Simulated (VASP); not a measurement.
Write the native input for VASP 6.6.1 that does the following.

- Task: single point
- Functional: PBE
- Potentials or basis: VASP PAW PBE potentials, release 64 (Au)
- Cutoff: 520 eV
- k mesh: 13 × 13 × 9
- Occupations: fermi-dirac, width 0.1 eV
- Spin: no spin polarisation
- Dipole correction: no
- Further INCAR settings: ALGO = Normal; EDIFF = 1e-07; NBANDS = 18; ISYM = 0

The structure of Au lies in POSCAR:

```
Au
1.0
   -3.0488202417      3.4689950283      1.3790835479
    3.4689950283     -3.0488202417      1.3790835479
    1.9942950017      1.9942950017     -0.6095326566
Au
2
Direct
    0.0074437139      0.9925562861      0.0000000000
    0.7425562861      0.2574437139      0.5000000000
```

These files were run (other wordings do the same):

INCAR

```
PREC = Accurate
ENCUT = 520
EDIFF = 1E-7
ISMEAR = -1
SIGMA = 0.1
LREAL = F
LASPH = T
NELM = 100
ALGO = Normal
ISIF = 2
LWAVE = F
LCHARG = T
GGA = PE
LELF = T
LVHAR = T
ISYM = 0
NBANDS = 18
```

KPOINTS

```
regular mesh
0
Gamma
  13 13 9
```

Potentials or basis: VASP PAW PBE potentials, release 64 (Au).

Command:

```sh
$ cat potpaw_PBE.64/Au/POTCAR > POTCAR
$ mpirun -np 1 vasp_std > vasp.out
```

It gave:

```yaml
Pressure: -0.2 GPa
Band_gap_on_the_k_mesh: zero (bands 11 and 12 overlap by 4.97 eV)
```

Caveat: spin-orbit coupling is left out, which moves the levels of the heavy elements.

Run time: 12 min on 1 thread of Intel Xeon 8259CL, on a shared host, peak memory 0.52 GiB.
